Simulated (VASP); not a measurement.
Input of a VASP 6.6.1 run:

The input INCAR:

```
PREC = Accurate
ENCUT = 520
EDIFF = 1E-7
ISMEAR = 0
SIGMA = 1.0
LREAL = F
LASPH = T
NELM = 100
ALGO = Normal
ISIF = 2
LWAVE = F
LCHARG = F
GGA = PE
NBANDS = 13
```

The input KPOINTS:

```
Automatic mesh
0
Gamma
  11 11 11
```

The input POSCAR:

```
Pb
1.0
    0.0000000000      2.5175937382      2.5175937382
    2.5175937382      0.0000000000      2.5175937382
    2.5175937382      2.5175937382      0.0000000000
Pb
1
Direct
    0.0000000000      0.0000000000      0.0000000000
```

Potentials or basis: VASP PAW PBE potentials, release 64 (Pb_d).

Run with:

```console
$ cat potpaw_PBE.64/Pb_d/POTCAR > POTCAR
$ mpirun -np 1 vasp_std > vasp.out
```

Task: Predict the band gap on the k mesh.

Result: Zero (band 7 reaches 13.74 eV, above the bottom of band 8 at 5.37 eV).

Task: Estimate the pressure.

Result: 0.6 GPa.

Caveat: spin-orbit coupling is left out, which moves the levels of the heavy elements.
